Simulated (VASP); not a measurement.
# Si (a cell with a defect) in VASP: notebook

Runs on Si (a cell with a defect). Level: PBE. Tasks: single point.

All numbers are computed with VASP 6.6.1; they aren't measurements. Logs are shortened: lines on timing, memory, paths and dates and some standing lists are left out, and cuts for length are marked.

**1. The cell of the first run**

The cell holds a defect, 17 atoms: a = 7.679 Å, b = 7.679 Å, c = 7.679 Å, α = 60.00°, β = 60.00°, γ = 60.00°.

**2. Single point, PBE**

Contents of INCAR:

```
SYSTEM = Si
ALGO = Normal
EDIFF = 1E-6
ENCUT = 520
GGA = PE
ISIF = 2
ISMEAR = 0
LASPH = .True.
LCHARG = .True.
LELF = .True.
LREAL = Auto
LVHAR = .True.
LWAVE = .False.
NBANDS = 48
NELM = 100
PREC = Accurate
SIGMA = 0.02
```

Contents of KPOINTS:

```
k-points
0
Gamma
  2 2 2
  0 0 0
```

Contents of POSCAR:

```
Si
1.0
    0.0000000000      5.4300000000      5.4300000000
    5.4300000000      0.0000000000      5.4300000000
    5.4300000000      5.4300000000      0.0000000000
Si
17
Direct
    0.0038514643      0.0035890746     -0.0037515835
    0.1252941829      0.1246836597      0.1261848103
    0.0003451972      0.0000553126      0.4997761265
    0.1253026434      0.1247623553      0.6237292980
    0.0034531022      0.4970487320     -0.0032987505
    0.1317363824      0.6233467568      0.1223672013
    0.0034095162      0.4971315131      0.5026100678
    0.1251657567      0.6263581722      0.6241436910
    0.4975403446      0.0029901650     -0.0031481703
    0.6236367762      0.1316063562      0.1223328418
    0.4975450593      0.0030163734      0.5025120098
    0.6265804193      0.1247142872      0.6242911338
    0.5003329478      0.5002265194     -0.0003866320
    0.6232877815      0.6228456031      0.1226560260
    0.4973849900      0.4970574014      0.5027156709
    0.6232794026      0.6229138533      0.6309985127
    0.7506018332      0.7502262645      0.2494687463
```

Potentials or basis: VASP PAW PBE potentials, release 64 (Si).

Started as:

```console
> cat potpaw_PBE.64/Si/POTCAR > POTCAR
> mpirun -np 1 vasp_std > vasp.out
```

OUTCAR:

```text
SYSTEM = Si
   EDIFF = 1E-6
   ENCUT = 520
   GGA = PE
   ISIF = 2
   ISMEAR = 0
   LASPH = .True.
   LREAL = Auto
   NELM = 100
   PREC = Accurate

 ion  position               nearest neighbor table
   1  0.004  0.004  0.996-   2 2.34   4 2.34  10 2.38   6 2.38  17 2.75
   2  0.125  0.125  0.126-   9 2.33   5 2.34   1 2.34   3 2.34
   3  0.000  0.000  0.500-   2 2.34   4 2.34   8 2.34  12 2.34
   4  0.125  0.125  0.624-  11 2.33   7 2.34   1 2.34   3 2.34
   5  0.003  0.497  0.997-   2 2.34   8 2.34  14 2.38   6 2.38  17 2.75
   6  0.132  0.623  0.122-  13 2.31   1 2.38   7 2.38   5 2.38  17 2.39
   7  0.003  0.497  0.503-   4 2.34   8 2.34  16 2.38   6 2.38  17 2.75
   8  0.125  0.626  0.624-  15 2.33   7 2.34   5 2.34   3 2.34
   9  0.498  0.003  0.997-   2 2.33  12 2.34  14 2.38  10 2.38  17 2.75
  10  0.624  0.132  0.122-  13 2.31  11 2.38   9 2.38   1 2.38  17 2.39
  11  0.498  0.003  0.503-   4 2.33  12 2.34  16 2.38  10 2.38  17 2.75
  12  0.627  0.125  0.624-  15 2.33  11 2.34   9 2.34   3 2.34
  13  0.500  0.500  1.000-   6 2.31  16 2.31  14 2.31  10 2.31
  14  0.623  0.623  0.123-  13 2.31  15 2.38   9 2.38   5 2.38  17 2.39
  15  0.497  0.497  0.503-   8 2.33  12 2.33  16 2.38  14 2.38  17 2.75
  16  0.623  0.623  0.631-  13 2.31  15 2.38  11 2.38   7 2.38  17 2.39
  17  0.751  0.750  0.249-   6 2.39  10 2.39  14 2.39  16 2.39   9 2.75  11 2.75   5 2.75   7 2.75
                            15 2.75   1 2.75

  LATTYP: Found a face centered cubic cell.
 ALAT       =    10.8600000000

  Lattice vectors:

 A1 = (   0.0000000000,   5.4300000000,   5.4300000000)
 A2 = (   5.4300000000,   0.0000000000,   5.4300000000)
 A3 = (   5.4300000000,   5.4300000000,   0.0000000000)

Analysis of symmetry for initial positions (statically):
=====================================================================
 Subroutine PRICEL returns:
 Original cell was already a primitive cell.

 Routine SETGRP: Setting up the symmetry group for a
 face centered cubic supercell.

 Subroutine GETGRP returns: Found  1 space group operations
 (whereof  1 operations were pure point group operations)
 out of a pool of 48 trial point group operations.

The static configuration has the point symmetry C_1 .

Analysis of symmetry for dynamics (positions and initial velocities):
=====================================================================
 Subroutine PRICEL returns:
 Original cell was already a primitive cell.

 Routine SETGRP: Setting up the symmetry group for a
 face centered cubic supercell.

 Subroutine GETGRP returns: Found  1 space group operations
 (whereof  1 operations were pure point group operations)
 out of a pool of 48 trial point group operations.

The dynamic configuration has the point symmetry C_1 .

 Subroutine INISYM returns: Found  1 space group operations
 (whereof  1 operations are pure point group operations),
 and found     1 'primitive' translations

----------------------------------------------------------------------------------------

                                     Primitive cell

  volume of cell :     320.2060

  direct lattice vectors                    reciprocal lattice vectors
     0.000000000  5.430000000  5.430000000    -0.092081031  0.092081031  0.092081031
     5.430000000  0.000000000  5.430000000     0.092081031 -0.092081031  0.092081031
     5.430000000  5.430000000  0.000000000     0.092081031  0.092081031 -0.092081031

  length of vectors
     7.679179644  7.679179644  7.679179644     0.159489025  0.159489025  0.159489025

  position of ions in fractional coordinates (direct lattice)
     0.003851464  0.003589075  0.996248417
     0.125294183  0.124683660  0.126184810
     0.000345197  0.000055313  0.499776127
     0.125302643  0.124762355  0.623729298
     0.003453102  0.497048732  0.996701249
     0.131736382  0.623346757  0.122367201
[... 9 lines left out ...]
     0.623279403  0.622913853  0.630998513
     0.750601833  0.750226265  0.249468746

  ion indices of the primitive-cell ions
   primitive index   ion index
                 1           1
                 2           2
                 3           3
                 4           4
                 5           5
                 6           6
[... 9 lines left out ...]
                16          16
                17          17

----------------------------------------------------------------------------------------

 KPOINTS: k-points

Automatic generation of k-mesh.
 Grid dimensions read from file:
 generate k-points for:    2    2    2

 Generating k-lattice:

  Cartesian coordinates                     Fractional coordinates (reciprocal lattice)
    -0.046040516  0.046040516  0.046040516     0.500000000  0.000000000  0.000000000
     0.046040516 -0.046040516  0.046040516     0.000000000  0.500000000  0.000000000
     0.046040516  0.046040516 -0.046040516     0.000000000  0.000000000  0.500000000

  Length of vectors
     0.079744512  0.079744512  0.079744512

  Shift w.r.t. Gamma in fractional coordinates (k-lattice)
     0.000000000  0.000000000  0.000000000

 Subroutine IBZKPT returns following result:
 ===========================================

 Found      8 irreducible k-points:

 Following reciprocal coordinates:
            Coordinates               Weight
  0.000000  0.000000  0.000000      1.000000
  0.500000  0.000000  0.000000      1.000000
  0.000000  0.500000  0.000000      1.000000
  0.000000  0.000000  0.500000      1.000000
  0.500000  0.500000  0.500000      1.000000
  0.500000  0.500000  0.000000      1.000000
  0.000000  0.500000  0.500000      1.000000
  0.500000  0.000000  0.500000      1.000000
   k-points           NKPTS =      8   k-points in BZ     NKDIM =      8   number of bands    NBANDS=     48
   number of dos      NEDOS =    301   number of ions     NIONS =     17
   total plane-waves  NPLWV = 216000
   dimension x,y,z NGX =    60 NGY =   60 NGZ =   60
   dimension x,y,z NGXF=   120 NGYF=  120 NGZF=  120
   ions per type =              17
   NGX,Y,Z   is equivalent  to a cutoff of  12.99, 12.99, 12.99 a.u.
   NGXF,Y,Z  is equivalent  to a cutoff of  25.98, 25.98, 25.98 a.u.
 SYSTEM =  Si
   PREC   = accura    normal or accurate (medium, high low for compatibility)
   ISTART =      0    job   : 0-new  1-cont  2-samecut
   ICHARG =      2    charge: 1-file 2-atom 10-const
   ISPIN  =      1    spin polarized calculation?
   LNONCOLLINEAR =      F non collinear calculations
   LSORBIT =      F    spin-orbit coupling
   LASPH  =      T    aspherical Exc in radial PAW
   ENCUT  =  520.0 eV  38.22 Ry    6.18 a.u.  14.28 14.28 14.28*2*pi/ulx,y,z
   NELM   =    100;   NELMIN=  2; NELMDL= -5     # of ELM steps
   EDIFF  = 0.1E-05   stopping-criterion for ELM
   LREAL  =      T    real-space projection
   EDIFFG = 0.1E-04   stopping-criterion for IOM
   NSW    =      0    number of steps for IOM
   IBRION =     -1    ionic relax: 0-MD 1-quasi-New 2-CG
   NFREE  =      0    steps in history (QN), initial steepest desc. (CG)
   ISIF   =      2    stress and relaxation
   ISYM   =      2    0-nonsym 1-usesym 2-fastsym
   POTIM  = 0.5000    time-step for ionic-motion
   TEBEG  =    0.0;   TEEND  =   0.0 temperature during run
   PSTRESS=    0.0 pullay stress
   NELECT =      68.0000    total number of electrons
   NUPDOWN=      -1.0000    fix difference up-down
   EMIN   =  10.00;   EMAX   =-10.00  energy-range for DOS
   EFERMI =   0.00;   METHOD = LEGACY
   ISMEAR =     0;   SIGMA  =   0.02  broadening in eV -4-tet -1-fermi 0-gaus
   EFERMI_NEDOS =   21; number of points for ismear=-14 and -15
   IALGO  =     38    algorithm
   IMIX   =      4    mixing-type and parameters
     AMIX     =   0.40;   BMIX     =  1.00
     AMIX_MAG =   1.60;   BMIX_MAG =  1.00
  volume/ion in A,a.u.               =      18.84       127.11
  Fermi-wavevector in a.u.,A,eV,Ry     =   0.976715  1.845724 12.979587  0.953973
  Thomas-Fermi vector in A             =   2.107356
   LORBIT       =      0    0 simple, 1 ext, 2 COOP (PROOUT), +10 PAW based schemes
   GGA     = PE    functional components
   LHFCALC =     F    Hartree Fock is set to
   AEXX    =    0.0000 exact exchange contribution
   IVDW    =     0    specifies the selected vdW correction
   LEPSILON=     F    determine dielectric tensor
   LRPA    =     F    only Hartree local field effects (RPA)
 non-spin polarized calculation
 Gauss-broadening in eV      SIGMA  =   0.02
  energy-cutoff  :      520.00
  volume of cell :      320.21
 maximum number of plane-waves:      8646
 NGX is ok and might be reduce to    60
   NGX = 29   NGY = 29   NGZ = 29

 number of electron      68.0000001 magnetization

 Free energy of the ion-electron system (eV)
  ---------------------------------------------------
  ext. energy  EPLUGINS =         0.00000000
  ---------------------------------------------------
  free energy    TOTEN  =       -87.99004015 eV

  energy without entropy =      -87.98618638  energy(sigma->0) =      -87.98811327

 E-fermi :   6.9201     XC(G=0):  -9.6742

 val. band max:        6.6777420494   @ k =   0.0000   0.0000   0.0000
 cond. band min:       6.9254434904   @ k =   0.5000   0.5000   0.0000
 fundamental gap:      0.2477014410
 Fermi energy:         6.9201022712

 k-point     1 :       0.0000    0.0000    0.0000
  band No.  band energies     occupation
      1      -6.3187      2.00000
      2      -3.7737      2.00000
      3      -3.6291      2.00000
      4      -3.6276      2.00000
      5      -3.6271      2.00000
      6      -2.8065      2.00000
[... 38 lines left out ...]
     45       8.1218      0.00000
     46       9.0628      0.00000

 k-point     2 :       0.5000    0.0000    0.0000
  band No.  band energies     occupation
      1      -5.9171      2.00000
      2      -4.9550      2.00000
      3      -3.5723      2.00000
      4      -3.4275      2.00000
      5      -3.4260      2.00000
      6      -2.9536      2.00000
[... 38 lines left out ...]
     45       9.8139      0.00000
     46       9.9575      0.00000

 k-point     3 :       0.0000    0.5000    0.0000
  band No.  band energies     occupation
      1      -5.9172      2.00000
      2      -4.9547      2.00000
      3      -3.5724      2.00000
      4      -3.4275      2.00000
      5      -3.4260      2.00000
      6      -2.9544      2.00000
[... 38 lines left out ...]
     45       9.8140      0.00000
     46       9.9578      0.00000

 k-point     4 :       0.0000    0.0000    0.5000
  band No.  band energies     occupation
      1      -5.9174      2.00000
      2      -4.9543      2.00000
      3      -3.5728      2.00000
      4      -3.4271      2.00000
      5      -3.4260      2.00000
      6      -2.9555      2.00000
[... 38 lines left out ...]
     45       9.8137      0.00000
     46       9.9593      0.00000

 k-point     5 :       0.5000    0.5000    0.5000
  band No.  band energies     occupation
      1      -5.9174      2.00000
      2      -4.9544      2.00000
      3      -3.5727      2.00000
      4      -3.4272      2.00000
      5      -3.4260      2.00000
      6      -2.9553      2.00000
[... 38 lines left out ...]
     45       9.8139      0.00000
     46       9.9587      0.00000

 k-point     6 :       0.5000    0.5000    0.0000
  band No.  band energies     occupation
      1      -5.7839      2.00000
      2      -4.7237      2.00000
      3      -3.9882      2.00000
      4      -3.8785      2.00000
      5      -3.8773      2.00000
      6      -3.6289      2.00000
[... 38 lines left out ...]
     45      10.1245      0.00000
     46      10.1252      0.00000

 k-point     7 :       0.0000    0.5000    0.5000
  band No.  band energies     occupation
      1      -5.7839      2.00000
      2      -4.7238      2.00000
      3      -3.9885      2.00000
      4      -3.8777      2.00000
      5      -3.8771      2.00000
      6      -3.6291      2.00000
[... 38 lines left out ...]
     45      10.1238      0.00000
     46      10.1247      0.00000

 k-point     8 :       0.5000    0.0000    0.5000
  band No.  band energies     occupation
      1      -5.7839      2.00000
      2      -4.7239      2.00000
      3      -3.9885      2.00000
      4      -3.8776      2.00000
      5      -3.8771      2.00000
      6      -3.6291      2.00000
[... 38 lines left out ...]
     45      10.1237      0.00000
     46      10.1247      0.00000
 [bands above 46 left out]

------------------------ aborting loop because EDIFF is reached ----------------------------------------

  FORCE on cell =-STRESS in cart. coord.  units (eV):
  Direction    XX          YY          ZZ          XY          YZ          ZX
  --------------------------------------------------------------------------------------
  -------------------------------------------------------------------------------------
  Total       10.6854479     10.6907315     10.6428553     -0.0473119      0.0202799     -0.0103430
  in kB       53.4655240     53.4919610     53.2524087     -0.2367291      0.1014723     -0.0517522
  external PRESSURE =      53.4032979 kB  Pullay stress =       0.0000000 kB

 VOLUME and BASIS-vectors are now :
 -----------------------------------------------------------------------------
  energy-cutoff  :      520.00
  volume of cell :      320.21
      direct lattice vectors                 reciprocal lattice vectors
     0.000000000  5.430000000  5.430000000    -0.092081031  0.092081031  0.092081031
     5.430000000  0.000000000  5.430000000     0.092081031 -0.092081031  0.092081031
     5.430000000  5.430000000  0.000000000     0.092081031  0.092081031 -0.092081031

 POSITION                                       TOTAL-FORCE (eV/Angst)
 -----------------------------------------------------------------------------------
      5.42912      5.43054      0.04040        -0.003651      0.000285     -0.011179
      1.36222      1.36553      1.35738        -0.001969     -0.013616     -0.010819
      2.71408      2.71566      0.00217         0.001682     -0.000880     -0.004236
      4.06431      4.06724      1.35785         0.013689      0.002725     -0.013930
      8.11106      5.43084      2.71772         0.004886     -0.001844      0.011893
      4.04923      1.37978      4.10010        -0.005293      0.005600      0.005480
[... 9 lines left out ...]
      6.80874      6.81073      6.76683         0.001788      0.002405     -0.000318
      5.42834      5.43038      8.14950         0.003563     -0.003122     -0.005877
 -----------------------------------------------------------------------------------
    total drift:                                0.001879     -0.000884     -0.007739

  FREE ENERGIE OF THE ION-ELECTRON SYSTEM (eV)
  ---------------------------------------------------
  free  energy   TOTEN  =       -87.9900401540 eV

  energy  without entropy=      -87.9861863837  energy(sigma->0) =      -87.98811327
```

Run time: 3.9 min. Hardware: 1 thread of Intel Xeon Platinum 8375C at 2.90GHz (Ice Lake), shared host; peak memory 0.46 GiB.

Results:

| Property | Result |
| --- | --- |
| Free energy | -87.9900 eV |
| Pressure | 5.3 GPa |
| Largest force | 0.020 eV/Å |
| Band gap on the k mesh | zero (band 34 reaches 6.93 eV, above the bottom of band 35 at 6.67 eV) |

Forces on the atoms (eV/Å):
```
Si  -0.004  0.000 -0.011
Si  -0.002 -0.014 -0.011
Si   0.002 -0.001 -0.004
Si   0.014  0.003 -0.014
Si   0.005 -0.002  0.012
Si  -0.005  0.006  0.005
Si  -0.001 -0.005  0.011
Si   0.011 -0.007 -0.015
Si  -0.008  0.004  0.014
Si   0.002 -0.002  0.002
Si  -0.005  0.006  0.013
Si  -0.005  0.009 -0.006
Si   0.000  0.001 -0.002
Si  -0.002 -0.001  0.000
Si  -0.006  0.003  0.011
Si   0.002  0.002  0.000
Si   0.004 -0.003 -0.006
```

Levels at points of the mesh, in eV from the Fermi level:
| k point | band 30 | band 31 | band 32 | band 33 | band 34 | band 35 | band 36 | band 37 | band 38 | band 39 |
| --- | --- | --- | --- | --- | --- | --- | --- | --- | --- | --- |
| (0.00, 0.00, 0.00) | -1.76 | -0.83 | -0.83 | -0.83 | -0.25 | -0.25 | -0.24 | 0.07 | 0.08 | 0.40 |
| (0.50, 0.00, 0.00) | -1.59 | -1.59 | -1.44 | -1.44 | -0.35 | 0.53 | 0.53 | 0.89 | 0.89 | 1.28 |
| (0.00, 0.50, 0.00) | -1.59 | -1.59 | -1.44 | -1.44 | -0.35 | 0.53 | 0.53 | 0.88 | 0.89 | 1.28 |
| (0.00, 0.00, 0.50) | -1.59 | -1.58 | -1.44 | -1.44 | -0.35 | 0.53 | 0.53 | 0.89 | 0.89 | 1.28 |
| (0.50, 0.50, 0.50) | -1.59 | -1.58 | -1.44 | -1.44 | -0.35 | 0.53 | 0.53 | 0.89 | 0.89 | 1.28 |
| (0.50, 0.50, 0.00) | -2.03 | -2.03 | -1.90 | -1.00 | 0.01 | 0.71 | 1.02 | 1.02 | 1.14 | 1.89 |
| (0.00, 0.50, 0.50) | -2.03 | -2.03 | -1.90 | -1.00 | 0.01 | 0.71 | 1.01 | 1.02 | 1.14 | 1.89 |
| (0.50, 0.00, 0.50) | -2.03 | -2.03 | -1.90 | -1.00 | 0.01 | 0.71 | 1.01 | 1.02 | 1.14 | 1.89 |

Caveat: the k points lie up to 0.50 Å⁻¹ apart.

[end of part 1 of 2]
